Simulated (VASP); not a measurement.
# Cu2O (R-3m) in VASP: single point with PBE

Aim: the single point of Cu2O with PBE.

All numbers are computed with VASP 6.6.1; they aren't measurements. Logs are shortened: lines on timing, memory, paths and dates and some standing lists are left out, and cuts for length are marked.

**1. The cell of the first run**

The structure is trigonal, space group R-3m (No. 166). Conventional cell: a = 6.085 Å, b = 6.085 Å, c = 7.432 Å, α = 90.00°, β = 90.00°, γ = 120.00°. Within 2.5 Å of Cu (site symmetry 2/m) lie 2 O at 1.86 Å. Cu (site symmetry -3m) has 2 O at 1.86 Å within 2.5 Å. O (site symmetry 3m) has 4 Cu at 1.86 Å within 2.5 Å.

**2. Single point, PBE**

The input, POSCAR:

```
Cu2O
1.0
    3.0423277033      1.7564887185      2.4772889425
   -3.0423277033      1.7564887185      2.4772889425
    0.0000000000     -3.5129774370      2.4772889425
Cu O
4 2
Direct
    0.5000000000      0.5000000000      0.0000000000
    0.5000000000      0.0000000000      0.5000000000
    0.0000000000      0.5000000000      0.5000000000
    0.0000000000      0.0000000000      0.0000000000
    0.2504117218      0.2504117218      0.2504117218
    0.7495882782      0.7495882782      0.7495882782
```

The input, INCAR.step1:

```
ALGO = Normal
EDIFF = 1E-6
ENCUT = 520
GGA = PE
GGA_COMPAT = False
ISIF = 2
ISMEAR = 0
LASPH = True
LCHARG = True
LMAXMIX = 4
LORBIT = 11
LREAL = False
LWAVE = False
NBANDS = 37
NEDOS = 2001
NELM = 120
PREC = Accurate
SIGMA = 0.02
```

The input, KPOINTS.step1:

```
k-points
0
Gamma
  12 12 12
```

The input, INCAR.step2:

```
ALGO = Normal
EDIFF = 1E-6
ENCUT = 520
GGA = PE
GGA_COMPAT = False
ICHARG = 11
ISIF = 2
ISMEAR = -5
LASPH = True
LCHARG = False
LMAXMIX = 4
LORBIT = 10
LREAL = False
LWAVE = False
NEDOS = 1001
NELM = 120
PREC = Accurate
SIGMA = 0.02
```

The input, KPOINTS.step2:

```
k-points
0
Gamma
  18 18 18
```

Potentials or basis: VASP PAW PBE potentials, release 64 (Cu, O).

Started as:

```console
cat potpaw_PBE.64/Cu/POTCAR potpaw_PBE.64/O/POTCAR > POTCAR
cp INCAR.step1 INCAR
cp KPOINTS.step1 KPOINTS
mpirun -np 1 vasp_std > vasp.out
cp INCAR.step2 INCAR
cp KPOINTS.step2 KPOINTS
mpirun -np 1 vasp_std > vasp.out
```

OUTCAR:

```text
EDIFF = 1E-6
   ENCUT = 520
   GGA = PE
   ICHARG = 11
   ISIF = 2
   ISMEAR = -5
   LASPH = True
   LORBIT = 10
   LREAL = False
   NELM = 120
   PREC = Accurate

 ion  position               nearest neighbor table
   1  0.500  0.500  0.000-   5 1.86   6 1.86
   2  0.500  0.000  0.500-   5 1.86   6 1.86
   3  0.000  0.500  0.500-   5 1.86   6 1.86
   4  0.000  0.000  0.000-   5 1.86   6 1.86
   5  0.250  0.250  0.250-   4 1.86   3 1.86   2 1.86   1 1.86
   6  0.750  0.750  0.750-   4 1.86   3 1.86   2 1.86   1 1.86

  LATTYP: Found a trigonal (rhomboedric) cell.
 ALAT       =     4.2986010488
 COS(alpha) =    -0.0018153904

  Lattice vectors:

 A1 = (   3.0423277033,   1.7564887185,   2.4772889425)
 A2 = (  -3.0423277033,   1.7564887185,   2.4772889425)
 A3 = (   0.0000000000,  -3.5129774370,   2.4772889425)

Analysis of symmetry for initial positions (statically):
=====================================================================
 Subroutine PRICEL returns:
 Original cell was already a primitive cell.

 Routine SETGRP: Setting up the symmetry group for a
 trigonal (rhombohedral) supercell.

 Subroutine GETGRP returns: Found 12 space group operations
 (whereof 12 operations were pure point group operations)
 out of a pool of 12 trial point group operations.

The static configuration has the point symmetry D_3d.

Analysis of symmetry for dynamics (positions and initial velocities):
=====================================================================
 Subroutine PRICEL returns:
 Original cell was already a primitive cell.

 Routine SETGRP: Setting up the symmetry group for a
 trigonal (rhombohedral) supercell.

 Subroutine GETGRP returns: Found 12 space group operations
 (whereof 12 operations were pure point group operations)
 out of a pool of 12 trial point group operations.

The dynamic configuration has the point symmetry D_3d.

 Subroutine INISYM returns: Found 12 space group operations
 (whereof 12 operations are pure point group operations),
 and found     1 'primitive' translations

----------------------------------------------------------------------------------------

                                     Primitive cell
[... 103 lines left out ...]
   EDIFFG = 0.1E-04   stopping-criterion for IOM
   NSW    =      0    number of steps for IOM
   IBRION =     -1    ionic relax: 0-MD 1-quasi-New 2-CG
   NFREE  =      0    steps in history (QN), initial steepest desc. (CG)
   ISIF   =      2    stress and relaxation
   ISYM   =      2    0-nonsym 1-usesym 2-fastsym
   POTIM  = 0.5000    time-step for ionic-motion
   TEBEG  =    0.0;   TEEND  =   0.0 temperature during run
   PSTRESS=    0.0 pullay stress
   NELECT =      56.0000    total number of electrons
   NUPDOWN=      -1.0000    fix difference up-down
   EMIN   =  10.00;   EMAX   =-10.00  energy-range for DOS
   EFERMI =   0.00;   METHOD = LEGACY
   ISMEAR =    -5;   SIGMA  =   0.02  broadening in eV -4-tet -1-fermi 0-gaus
   EFERMI_NEDOS =   21; number of points for ismear=-14 and -15
   IALGO  =     38    algorithm
   IMIX   =      4    mixing-type and parameters
     AMIX     =   0.40;   BMIX     =  1.00
     AMIX_MAG =   1.60;   BMIX_MAG =  1.00
  volume/ion in A,a.u.               =      13.24        89.34
  Fermi-wavevector in a.u.,A,eV,Ry     =   1.457061  2.753446 28.885535  2.123027
  Thomas-Fermi vector in A             =   2.573907
   LORBIT       =     10    0 simple, 1 ext, 2 COOP (PROOUT), +10 PAW based schemes
   GGA     = PE    functional components
   LHFCALC =     F    Hartree Fock is set to
   AEXX    =    0.0000 exact exchange contribution
   IVDW    =     0    specifies the selected vdW correction
   LEPSILON=     F    determine dielectric tensor
   LRPA    =     F    only Hartree local field effects (RPA)
 non-spin polarized calculation
 Fermi weights with tetrahedron method with Bloechl corrections
  energy-cutoff  :      520.00
  volume of cell :       79.43
 maximum number of plane-waves:      2190

 number of electron      56.0000007 magnetization

 Free energy of the ion-electron system (eV)
  ---------------------------------------------------
  ext. energy  EPLUGINS =         0.00000000
  ---------------------------------------------------
  free energy    TOTEN  =       -27.28755980 eV

  energy without entropy =      -27.28755980  energy(sigma->0) =      -27.28755980

 E-fermi :   4.4948     XC(G=0): -10.9004

 val. band max:        4.4743498650   @ k =   0.0000   0.0000   0.0000
 cond. band min:       4.9528477273   @ k =   0.0000   0.0000   0.0000
 fundamental gap:      0.4784978623
 Fermi energy:         4.4947989940

 k-point     1 :       0.0000    0.0000    0.0000
  band No.  band energies     occupation
      1     -15.4651      2.00000
      2     -14.7775      2.00000
      3      -2.5438      2.00000
      4      -2.5438      2.00000
      5      -2.5425      2.00000
      6      -0.2214      2.00000
[... 853 lines left out ...]
     32      11.4530      0.00000
     33      11.5693      0.00000

 [... further k-points ...]
[... 5 lines left out ...]
  --------------------------------------------------------------------------------------
  -------------------------------------------------------------------------------------
  Total        0.2910953      0.2910953      0.3134418      0.0000000      0.0000000      0.0000000
  in kB        5.8717348      5.8717348      6.3224906      0.0000000      0.0000000      0.0000000
  external PRESSURE =       6.0219867 kB  Pullay stress =       0.0000000 kB

 VOLUME and BASIS-vectors are now :
 -----------------------------------------------------------------------------
  energy-cutoff  :      520.00
  volume of cell :       79.43
      direct lattice vectors                 reciprocal lattice vectors
     3.042327703  1.756488718  2.477288942     0.164347844  0.094886272  0.134555694
    -3.042327703  1.756488718  2.477288942    -0.164347844  0.094886272  0.134555694
     0.000000000 -3.512977437  2.477288942     0.000000000 -0.189772544  0.134555694

 POSITION                                       TOTAL-FORCE (eV/Angst)
 -----------------------------------------------------------------------------------
      0.00000      1.75649      2.47729        -0.000000     -0.000000     -0.000000
      1.52116     -0.87824      2.47729         0.000000     -0.000000      0.000000
     -1.52116     -0.87824      2.47729         0.000000      0.000000      0.000000
      0.00000      0.00000      0.00000         0.000000      0.000000      0.000000
      0.00000      0.00000      1.86103         0.000000     -0.000000      0.000906
      0.00000      0.00000      5.57084         0.000000      0.000000     -0.000906
 -----------------------------------------------------------------------------------
    total drift:                                0.000000      0.000000     -0.000000

  FREE ENERGIE OF THE ION-ELECTRON SYSTEM (eV)
  ---------------------------------------------------
  free  energy   TOTEN  =       -27.2875597952 eV

  energy  without entropy=      -27.2875597952  energy(sigma->0) =      -27.28755980

 total charge

# of ion       s       p       d       tot
------------------------------------------
    1        0.416   0.309   9.224   9.949
    2        0.416   0.309   9.224   9.949
    3        0.416   0.309   9.224   9.949
    4        0.416   0.309   9.224   9.950
    5        1.544   3.470   0.000   5.014
    6        1.544   3.470   0.000   5.014
--------------------------------------------------
tot          4.752   8.176  36.897  49.826
```

OSZICAR.step1:

```text
N       E                     dE             d eps       ncg     rms          rms(c)
DAV:   1     0.564594143964E+03    0.56459E+03   -0.25447E+04 14106   0.237E+03
DAV:   2     0.653483970317E+02   -0.49925E+03   -0.47551E+03 14076   0.458E+02
DAV:   3    -0.274963737428E+02   -0.92845E+02   -0.88498E+02 17641   0.219E+02
DAV:   4    -0.332932474361E+02   -0.57969E+01   -0.57180E+01 20423   0.616E+01
DAV:   5    -0.333546351432E+02   -0.61388E-01   -0.61359E-01 18563   0.774E+00    0.184E+01
DAV:   6    -0.305243772603E+02    0.28303E+01   -0.52866E+01 18783   0.133E+02    0.126E+01
DAV:   7    -0.272198480204E+02    0.33045E+01   -0.13658E+01 18264   0.872E+01    0.316E+00
DAV:   8    -0.273188114019E+02   -0.98963E-01   -0.16996E+00 16450   0.696E+00    0.160E+00
DAV:   9    -0.272946660006E+02    0.24145E-01   -0.93966E-02 19061   0.457E+00    0.637E-01
DAV:  10    -0.272887067818E+02    0.59592E-02   -0.31851E-02 19018   0.424E+00    0.330E-01
DAV:  11    -0.272880379934E+02    0.66879E-03   -0.74630E-03 18556   0.214E+00    0.218E-01
DAV:  12    -0.272876407146E+02    0.39728E-03   -0.43565E-03 20243   0.779E-01    0.811E-02
DAV:  13    -0.272875596754E+02    0.81039E-04   -0.11587E-03 19991   0.427E-01    0.317E-02
DAV:  14    -0.272875477181E+02    0.11957E-04   -0.65159E-05 19757   0.142E-01    0.659E-03
DAV:  15    -0.272875471256E+02    0.59253E-06   -0.53047E-06 15297   0.366E-02
   1 F= -.27287547E+02 E0= -.27287547E+02  d E =-.219209E-13
```

Run time: 17 min. Hardware: 1 thread of Intel Xeon Platinum 8259CL at 2.50GHz (Skylake/Cascade Lake), shared host; peak memory 1.1 GiB.

What came out:

| Property | Result |
| --- | --- |
| Valence electrons inside the program's atomic spheres | Cu 9.95; O 5.01 |
